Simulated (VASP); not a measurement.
# O (Fmmm) in VASP: further runs, part 3 of 3

VASP 6.6.1. The steps go on from the part before.

## (5) Single point, PBE

INCAR reads:

```
ALGO = Normal
EDIFF = 1E-6
ENCUT = 520
GGA = PE
ISIF = 2
ISMEAR = -1
LASPH = True
LCHARG = False
LREAL = False
LWAVE = False
NBANDS = 13
NELM = 60
PREC = Accurate
SIGMA = 0.03
```

KPOINTS reads:

```
k-points
0
Gamma
  9 9 9
```

POSCAR reads:

```
O
1.0
    0.0000000000      2.1075500000      3.3448500000
    1.4783500000      0.0000000000      3.3448500000
    1.4783500000      2.1075500000      0.0000000000
O
2
Direct
    0.0871000000      0.0871000000      0.9129000000
    0.9129000000      0.9129000000      0.0871000000
```

Potentials or basis: VASP PAW PBE potentials, release 64 (O).

Started as:

```sh
cat potpaw_PBE.64/O/POTCAR > POTCAR
mpirun -np 1 vasp_std > vasp.out
```

OUTCAR:

```text
EDIFF = 1E-6
   ENCUT = 520
   GGA = PE
   ISIF = 2
   ISMEAR = -1
   LASPH = True
   LREAL = False
   NELM = 60
   PREC = Accurate

 ion  position               nearest neighbor table
   1  0.087  0.087  0.913-   2 1.17
   2  0.913  0.913  0.087-   1 1.17

  LATTYP: Found a face centered orthorhombic cell.
 ALAT       =     2.9567000000
 B/A-ratio  =     1.4256096324
 C/A-ratio  =     2.2625562282

  Lattice vectors:

[... 560 lines left out ...]
      6       2.5647      0.00000
      7       2.6647      0.00000
      8       9.9381      0.00000
      9      10.7926      0.00000
     10      16.3214      0.00000
     11      20.6079      0.00000
     12      27.4923      0.00000
     13      27.9689      0.00000

 [... further k-points ...]
[... 5 lines left out ...]
  --------------------------------------------------------------------------------------
  -------------------------------------------------------------------------------------
  Total       -0.1625975     -0.7773666      8.0299942      0.0000000      0.0000000      0.0000000
  in kB      -12.4986370    -59.7550547    617.2541506      0.0000000      0.0000000      0.0000000
  external PRESSURE =     181.6668196 kB  Pullay stress =       0.0000000 kB

 VOLUME and BASIS-vectors are now :
 -----------------------------------------------------------------------------
  energy-cutoff  :      520.00
  volume of cell :       20.84
      direct lattice vectors                 reciprocal lattice vectors
     0.000000000  2.107550000  3.344850000    -0.338214902  0.237242296  0.149483534
     1.478350000  0.000000000  3.344850000     0.338214902 -0.237242296  0.149483534
     1.478350000  2.107550000  0.000000000     0.338214902  0.237242296 -0.149483534

 POSITION                                       TOTAL-FORCE (eV/Angst)
 -----------------------------------------------------------------------------------
      1.47835      2.10755      0.58267         0.000000      0.000000      5.755104
      1.47835      2.10755      6.10703         0.000000      0.000000     -5.755104
 -----------------------------------------------------------------------------------
    total drift:                                0.000000      0.000000      0.000000

  FREE ENERGIE OF THE ION-ELECTRON SYSTEM (eV)
  ---------------------------------------------------
  free  energy   TOTEN  =        -9.3106461885 eV

  energy  without entropy=       -9.3063274446  energy(sigma->0) =       -9.30848682
```

OSZICAR:

```text
N       E                     dE             d eps       ncg     rms          rms(c)
DAV:   1     0.366524834384E+02    0.36652E+02   -0.65551E+03  3298   0.869E+02
DAV:   2    -0.849130851330E+01   -0.45144E+02   -0.43522E+02  4132   0.187E+02
DAV:   3    -0.965681019749E+01   -0.11655E+01   -0.11595E+01  3675   0.273E+01
DAV:   4    -0.965969443045E+01   -0.28842E-02   -0.28842E-02  3720   0.166E+00
DAV:   5    -0.965970457206E+01   -0.10142E-04   -0.10142E-04  3711   0.902E-02    0.472E+00
DAV:   6    -0.937127216437E+01    0.28843E+00   -0.25778E-01  3670   0.466E+00    0.246E+00
DAV:   7    -0.930799356927E+01    0.63279E-01   -0.23064E-01  3765   0.428E+00    0.505E-01
DAV:   8    -0.931060226195E+01   -0.26087E-02   -0.15059E-02  3385   0.107E+00    0.834E-02
DAV:   9    -0.931063991809E+01   -0.37656E-04   -0.22923E-04  3820   0.137E-01    0.300E-02
DAV:  10    -0.931064880985E+01   -0.88918E-05   -0.27407E-05  3425   0.531E-02    0.667E-03
DAV:  11    -0.931064708648E+01    0.17234E-05   -0.44107E-06  3535   0.187E-02    0.436E-03
DAV:  12    -0.931064618852E+01    0.89796E-06   -0.57562E-07  1980   0.720E-03
   1 F= -.93106462E+01 E0= -.93084868E+01  d E =-.431874E-02
```

stdout:

```text
POSCAR found type information on POSCAR O
 POSCAR found :  1 types and       2 ions
 scaLAPACK will be used
 LDA part: xc-table for (Slater+PW92), standard interpolation
 POSCAR, INCAR and KPOINTS ok, starting setup
 FFT: planning ... GRIDC
 FFT: planning ... GRID_SOFT
 FFT: planning ... GRID
 WAVECAR not read
 entering main loop
```

It took 19 s on 1 thread of Intel Xeon Platinum 8488C (Sapphire Rapids), shared host; peak memory 0.15 GiB.

Results:

```
Free energy            : -9.3106 eV
Pressure               : 18.2 GPa
Largest force          : 5.755 eV/Å
Band gap on the k mesh : zero (band 6 reaches 2.56 eV, above the bottom of band 7 at 0.93 eV)
```

Forces on the atoms (eV/Å):
```
O    0.000  0.000  5.755
O    0.000  0.000 -5.755
```

Levels at points of the mesh, in eV from the Fermi level:
```
           k point  band 3  band 4  band 5  band 6  band 7  band 8  band 9  band 10
(0.00, 0.00, 0.00)   -9.68   -6.65   -6.34    0.56    1.12    9.38   12.14    15.43
```

Caveat: the standard files for N, O and F lose accuracy on very short bonds; spin is off for a triplet molecule; forces of over 1 eV/Å act on the atoms, so gaps and moduli don't describe the material at rest.

## (6) Summary

```tsv
k mesh	gap on the mesh (eV)	pressure (GPa)	largest force (eV/Å)
12 × 12 × 12	none	18.2	5.74
4 × 4 × 4	none	19.5	5.75
6 × 6 × 6	none	18.0	5.74
9 × 9 × 9	none	18.2	5.76
```

Alike in all rows: task single point; level PBE; potentials or basis VASP PAW PBE potentials, release 64 (O); no spin polarisation; cell as given; cutoff (eV) 520; smearing fermi-dirac 0.03 eV.

Caveats: some runs use coarse meshes; the standard files for N, O and F lose accuracy on very short bonds; spin is off for a triplet molecule; forces of over 1 eV/Å act on the atoms, so gaps and moduli don't describe the material at rest.

Total energies depend on the potentials used, so only differences within one code and one set of settings carry meaning.
